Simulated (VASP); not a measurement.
## Re: single point with r2SCAN

Re:

```
Re
1.0
     0.00000    1.96019    1.97500
     1.98981    0.00000    1.97500
     1.98981    1.96019    0.00000
Re
1
Direct
  0.00000 0.00000 0.00000
```

This cell differs from its parent crystal: strain +0.0075 x Voigt [1, -1, 0, 0, 0, 0].

```json
{
  "Program": "VASP 6.6.1",
  "Task": "single point",
  "Functional": "r2SCAN",
  "Potentials or basis": "VASP PAW PBE potentials, release 64 (Re)",
  "Cutoff": "520 eV",
  "k mesh": "20 × 20 × 20",
  "Occupations": "gaussian, width 0.15 eV",
  "Spin": "no spin polarisation"
}
```

```
Pressure               : -15.6 GPa
Band gap on the k mesh : zero (an odd number of electrons rules out a gap without spin polarisation)
```

Stress tensor (GPa, compression positive):
```
-17.64   0.00   0.00
  0.00 -13.66   0.00
  0.00   0.00 -15.59
```

Levels at points of the mesh, in eV from the Fermi level:
| k point | band 1 | band 2 | band 3 | band 4 | band 5 | band 6 |
| --- | --- | --- | --- | --- | --- | --- |
| (0.00, 0.00, 0.00) | -10.35 | -2.04 | -1.93 | -1.82 | 1.13 | 1.38 |
| (0.50, 0.00, 0.00) | -6.91 | -2.17 | -1.97 | 0.00 | 3.60 | 3.70 |
| (0.50, 0.50, 0.00) | -6.74 | -5.94 | 2.59 | 3.65 | 4.21 | 4.42 |
| (0.50, 0.00, 0.50) | -6.73 | -5.95 | 2.76 | 3.64 | 4.27 | 4.38 |
| (0.00, 0.50, 0.50) | -6.75 | -5.93 | 2.43 | 3.67 | 4.26 | 4.36 |

Wall time 4.7 min on 1 thread of Intel(R) Xeon(R) 6975P-C (Granite Rapids), on a shared host, peak memory 0.31 GiB.

Caveat: the cell differs from its parent crystal (strain +0.0075 x Voigt [1, -1, 0, 0, 0, 0]); the cell stands under tension; the PAW data sets were made with another functional, which shifts forces and pressure a little; spin-orbit coupling is left out, which moves the levels of the heavy elements.
